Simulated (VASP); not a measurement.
The system is MoSe2.

```xyz
6
Lattice="3.2880 0.0000 0.0000 -1.6440 2.8475 0.0000 0.0000 0.0000 12.9000" Properties=species:S:1:pos:R:3 pbc="T T T"
Mo    0.0000    1.8983    3.2250
Mo    1.6440    0.9492    9.6750
Se    0.0000    1.8983    8.0625
Se    1.6440    0.9492    1.6125
Se    0.0000    1.8983   11.2875
Se    1.6440    0.9492    4.8375
```

- Program: VASP 6.6.1
- Task: relaxation of cell and atoms
- Functional: LDA
- Potentials or basis: VASP PAW LDA potentials, release 64 (Mo_sv, Se)
- Cutoff: 500 eV
- k mesh: 12 × 12 × 4
- Occupations: gaussian, width 0.01 eV
- Spin: no spin polarisation

At the start: pressure 1.1 GPa; volume 20.13 Å³/atom.

Problem. Where does the relaxation end?

Solution. Over 35 steps the energy falls by 12.2 meV/atom and the volume is 19.45 Å³/atom (-3.4 %); space group P6_3/mmc (No. 194, to 0.1 Å) before and after.

The path:
```tsv
step	energy change (eV)	largest force (eV/Å)	pressure (GPa)	volume (Å³)
1	0.0000	0.6609	1.15	120.78
2	0.0063	0.5844	-4.63	123.27
3	-0.0443	0.0284	-1.78	121.98
4	-0.0591	0.0713	0.45	119.06
5	-0.0611	0.0596	-0.14	119.79
6	-0.0626	0.0907	0.03	119.48
7	-0.0650	0.1848	0.58	118.56
8	-0.0655	0.1785	0.54	118.53
9	-0.0668	0.1591	0.41	118.45
10	-0.0690	0.1217	0.16	118.30
11	-0.0711	0.0474	-0.34	117.97
12	-0.0712	0.0292	-0.45	117.89
13	-0.0719	0.0239	-0.36	117.61
14	-0.0730	0.0117	-0.15	116.96
15	-0.0720	0.0133	0.31	115.67
16	-0.0732	0.0068	-0.04	116.64
17	-0.0732	0.0061	-0.02	116.60
18	-0.0732	0.0006	-0.04	116.64
19	-0.0733	0.0121	-0.08	116.72
20	-0.0733	0.0020	0.05	116.65
21	-0.0733	0.0026	0.01	116.67
22	-0.0733	0.0028	0.00	116.67
23	-0.0733	0.0017	0.00	116.68
24	-0.0733	0.0001	0.00	116.68
25	-0.0733	0.0002	0.01	116.68
26	-0.0733	0.0010	0.01	116.68
27	-0.0733	0.0006	0.01	116.68
28	-0.0733	0.0013	0.00	116.69
29	-0.0733	0.0033	-0.02	116.72
30	-0.0733	0.0023	-0.01	116.70
31	-0.0733	0.0020	-0.01	116.70
32	-0.0733	0.0016	-0.01	116.69
33	-0.0733	0.0015	-0.01	116.69
34	-0.0733	0.0014	0.00	116.69
35	-0.0733	0.0009	0.00	116.70
```

Final structure:
```
CELL_PARAMETERS angstrom
3.25203 0.00000 0.00000
-1.62601 2.81634 0.00000
0.00000 0.00000 12.74172
ATOMIC_POSITIONS crystal
Mo 0.33333 0.66667 0.25000
Mo 0.66667 0.33333 0.75000
Se 0.33333 0.66667 0.61968
Se 0.66667 0.33333 0.11968
Se 0.33333 0.66667 0.88032
Se 0.66667 0.33333 0.38032
```
